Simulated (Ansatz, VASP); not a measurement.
**One calculation of ZrS, two programs**

```
Zr S
1.0
     0.00000    2.73984    2.73984
     2.62500    0.11484    2.62500
     2.62500    2.62500    0.11484
Zr S
1 1
Direct
  0.00000 0.00000 0.00000
  0.50000 0.50000 0.50000
```

Change from the starting cell: strain +0.0875 x Voigt [0, 0, 0, 1, 0, 0], atoms carried along.

Alike in both runs: task single point; functional PBEsol; k mesh 16 × 16 × 16; occupations gaussian, width 0.15 eV; no spin polarisation.

|  | VASP | Ansatz |
| --- | --- | --- |
| version | VASP 6.6.1 | Ansatz 0.2.0 |
| potentials or method | VASP PAW PBE potentials, release 64 (Zr_sv, S), cutoff 520 eV | scalar-relativistic, plane waves, PAW |
| valence electrons in the cell | 18 | 18 |

Ansatz gave:

```
gap on the k mesh at the Fermi level (eV)                     : none
pressure (GPa)                                                : -6.1
traceless stress, the component that is largest in VASP (GPa) : -2.27
```

What did VASP give for the same quantities?

gap on the k mesh at the Fermi level (eV): none; pressure (GPa): -5.9; traceless stress, the component that is largest in VASP (GPa): -2.22.

VASP's potentials were made for PBE, not for PBEsol. A gap of «none» marks a metal or a gap that the smearing closes. The functional is the same, so the differences come from potentials, cutoffs and numerics.
